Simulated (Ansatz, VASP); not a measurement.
**TiB2N3 in VASP and in Ansatz**

Contents of INCAR:

```
SYSTEM = TiB2N3
ALGO = Normal
EDIFF = 1E-6
EDIFFG = -0.04
ENCUT = 600
GGA = PE
IBRION = 2
ISIF = 3
ISMEAR = 0
ISPIN = 2
LASPH = .True.
LCHARG = .False.
LMAXMIX = 4
LORBIT = 11
LREAL = .False.
LWAVE = .False.
MAGMOM = -0.64 0 0 0 0 0
NELM = 150
NSW = 90
PREC = Accurate
SIGMA = 0.1
```

The input KPOINTS:

```
k-points
0
Gamma
  6 6 4
  0 0 0
```

File POSCAR:

```
TiB2N3
1.0
    3.1118172766      0.0000000000      0.0000000000
    0.0000000000      3.1118172766      0.0000000000
    0.0000000000      0.0000000000      6.6827951159
Ti B N
1 2 3
Direct
    0.5000000000      0.5000000000      0.5000000000
    0.5000000000      0.5000000000      0.0000000000
    0.0000000000      0.0000000000      0.0000000000
    0.0000000000      0.0000000000      0.5000000000
    0.5000000000      0.0000000000      0.0000000000
    0.0000000000      0.5000000000      0.0000000000
```

Input for Ansatz:

```yaml
crystal:
  lattice:
    - [3.1118172766, 0.0, 0.0]
    - [0.0, 3.1118172766, 0.0]
    - [0.0, 0.0, 6.6827951159]
  atoms:
    - { symbol: Ti, position: [0.5, 0.5, 0.5], spin: -0.64 }
    - { symbol: B, position: [0.5, 0.5, 0.0] }
    - { symbol: B, position: [0.0, 0.0, 0.0] }
    - { symbol: "N", position: [0.0, 0.0, 0.5] }
    - { symbol: "N", position: [0.5, 0.0, 0.0] }
    - { symbol: "N", position: [0.0, 0.5, 0.0] }
basis:
  ecutwfc: 420
kpoints:
  mp_grid: { grid: [6, 6, 4] }
hamiltonian:
  xc: pbe
scf:
  occupations: { method: gaussian, width: 0.1 }
  lower_state_search: "off"
output:
  forces: true
  stress: true
  eigenvalues: true
  populations: true
magnetization:
  spin_polarized: true
relax:
  adjacent_minimum: "off"
  f_tol: 0.04
  max_steps: 70
  cell: { stress_tol: 0.4 }
```

Alike in both runs: task relaxation of cell and atoms; functional PBE; k mesh 6 × 6 × 4; occupations gaussian, width 0.1 eV; collinear spin.

|  | VASP | Ansatz |
| --- | --- | --- |
| version | VASP 6.6.1 | Ansatz 0.2.0 |
| potentials or method | VASP PAW PBE potentials, release 64 (Ti_sv, B, N), cutoff 600 eV | scalar-relativistic, plane waves, PAW |
| valence electrons in the cell | 33 | 33 |

|  | VASP | Ansatz | Ansatz less VASP |
| --- | --- | --- | --- |
| gap on the k mesh at the Fermi level, each at its own relaxed structure (eV) | none | none | - |
| net moment per atom (μB) | 0.02 | 0.17 | +0.150 |
| size of the moment on the site where the two differ most (μB) | 0.11 | 0.62 | +0.511 |
| relaxed volume (Å³/atom) | 10.79 | 11.07 | +0.281 |
| relaxed length of the cell vector where the two differ most in proportion (Å) | 6.683 | 6.852 | +0.1692 |

The net moments are unlike, so the other rows may belong to different states. Site moments also hang on the region over which each program counts them. A gap of «none» marks a metal or a gap that the smearing closes.

Noted on VASP's run: the relaxation stopped at its first step, so nothing moved.
